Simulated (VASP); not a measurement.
A run of VASP 6.6.1 is set up as follows.

The input INCAR:

```
SYSTEM = EuO
PREC     = Accurate       ! precision mode
ENCUT    = 600            ! plane-wave cutoff, eV
EDIFF    = 1E-6           ! SCF threshold, eV
ISMEAR   = 0              ! smearing method
SIGMA    = 0.02           ! smearing width, eV
LREAL    = .FALSE.        ! projectors in reciprocal space
LASPH    = .TRUE.         ! aspherical terms in the spheres
NELM     = 200            ! most SCF steps
ALGO     = Normal         ! electronic algorithm
ISIF     = 2              ! what is computed and relaxed
LWAVE    = .FALSE.        ! write WAVECAR
LCHARG   = .TRUE.         ! write CHGCAR
ISPIN    = 2              ! spin polarisation
MAGMOM   = 7.42 -7.42 0 0 ! initial moments
LORBIT   = 11             ! projections on sites
LMAXMIX  = 6              ! l up to which the mixer works
LDAU     = .TRUE.         ! DFT+U
LDAUTYPE = 2            
LDAUL    = 3 -1           ! shell
LDAUU    = 6 0            ! U, eV
LDAUJ    = 0 0          
LDAUPRINT= 1            
GGA      = PE             ! functional
LELF     = .TRUE.         ! ELF
LVHAR    = .TRUE.       
NBANDS   = 35             ! bands
GGA_COMPAT= .FALSE.
```

KPOINTS

```
Automatic mesh
0
G
  9 9 9
  0 0 0
```

File POSCAR:

```
EuO
1.0
   -2.6007372581     -2.6007372581      5.1896524179
   -5.1896524179     -2.6007372581      2.6007372581
   -2.6007372581     -5.1896524179      2.6007372581
Eu O
2 2
Direct
    0.0000000000      0.0000000000      0.0000000000
    0.5000000000      0.5000000000      0.5000000000
    1.2500000001     -0.7499999999     -0.7499999999
    1.7499999999     -0.2500000001     -0.2500000001
```

Potentials or basis: VASP PAW PBE potentials, release 64 (Eu, O).

Run with:

```sh
$ cat potpaw_PBE.64/Eu/POTCAR potpaw_PBE.64/O/POTCAR > POTCAR
$ mpirun -np 1 vasp_std > vasp.out
```

Problem. Estimate the pressure.

Solution. -0.3 GPa.

Problem. Estimate the net moment.

Solution. 0.00 μB per cell.

Problem. Predict the site moments.

Solution. Eu +6.71, -6.71; O +0.00 μB.

Eigenvalues of the final occupation matrices:
```
    site  spin  trace                         eigenvalues
site 1 f     1   6.82  0.97 0.98 0.98 0.98 0.98 0.98 0.98
site 1 f     2   0.02  0.00 0.00 0.00 0.00 0.00 0.00 0.00
site 2 f     1   0.02  0.00 0.00 0.00 0.00 0.00 0.00 0.00
site 2 f     2   6.82  0.97 0.98 0.98 0.98 0.98 0.98 0.98
```

Caveat: spin-orbit coupling is left out, which moves the levels of the heavy elements. The state reached can hang on the start; a lower one may exist.
